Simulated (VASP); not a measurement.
Here is a VASP 6.6.1 calculation.

File POSCAR:

```
SnTe
1.0
    0.0000000000      3.1508500000      3.1508500000
    3.1508500000      0.0000000000      3.1508500000
    3.1508500000      3.1508500000      0.0000000000
Te Sn
1 1
Direct
    0.5000000000      0.5000000000      0.5000000000
    0.0000000000      0.0000000000      0.0000000000
```

Contents of INCAR.step1:

```
  PREC = Accurate
  ENCUT = 520
  EDIFF = 1E-5
  ISMEAR = -1
  SIGMA = 0.05
  LREAL = False
  LASPH = True
  NELM = 80
  ALGO = Normal
  ISIF = 2
  LWAVE = True
  LCHARG = False
  GGA = PE
  NBANDS = 17
```

INCAR.step2

```
  PREC = Accurate
  ENCUT = 520
  EDIFF = 1E-7
  ISMEAR = -1
  SIGMA = 0.05
  LREAL = False
  LASPH = True
  NELM = 80
  ALGO = Normal
  ISIF = 2
  LWAVE = False
  LCHARG = False
  GGA = PS
  LHFCALC = True
  AEXX = 0.25
  HFSCREEN = 0.207
  PRECFOCK = Normal
  ISTART = 1
  NBANDS = 17
```

Contents of KPOINTS:

```
regular mesh
0
Gamma
  4 4 4
```

Potentials or basis: VASP PAW PBE potentials, release 64 (Te, Sn_d).

Command:

```sh
$ cat potpaw_PBE.64/Te/POTCAR potpaw_PBE.64/Sn_d/POTCAR > POTCAR
$ cp INCAR.step1 INCAR
$ mpirun -np 1 vasp_std > vasp.out
$ cp INCAR.step2 INCAR
$ mpirun -np 1 vasp_std > vasp.out
```

Task: What does it give for the pressure?

Result: -1.1 GPa.

Task: What does it give for the band gap on the k mesh?

Result: 0.03 eV.

Caveat: the k points lie up to 0.43 Å⁻¹ apart; the PAW data sets were made with another functional, which shifts forces and pressure a little; spin-orbit coupling is left out, which moves the levels of the heavy elements. A k mesh can miss the band edges.
